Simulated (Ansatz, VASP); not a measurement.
One calculation of GaN, two programs

```xyz
2
Lattice="0.0000 2.2277 2.2277 2.2277 0.0000 2.2277 2.2277 2.2277 0.0000" Properties=species:S:1:pos:R:3 pbc="T T T"
Ga    0.0000    0.0000    0.0000
N     3.3416    3.3416    3.3416
```

Alike in both runs: functional LDA; k mesh 10 × 10 × 10; no spin polarisation.

Ansatz relaxed the structure, and its values are those at the end. VASP's run is a single point on that final structure, the one shown.

|  | VASP | Ansatz |
| --- | --- | --- |
| version | VASP 6.6.1 | Ansatz 0.2.0 |
| potentials or method | VASP PAW LDA potentials, release 64 (Ga_d, N), cutoff 520 eV | scalar-relativistic, plane waves, PAW |
| occupations | gaussian, width 0.01 eV | fixed |
| valence electrons in the cell | 18 | 18 |

```tsv
	VASP	Ansatz	Ansatz less VASP
gap on the k mesh at the Fermi level (eV)	1.97	1.96	-0.017
least direct gap on the mesh (eV)	1.97	1.96	-0.017
pressure (GPa)	1.1	0.0	-1.13
```

LDA's correlation is that of Perdew and Zunger in VASP and of Perdew and Wang (1992) in Ansatz.
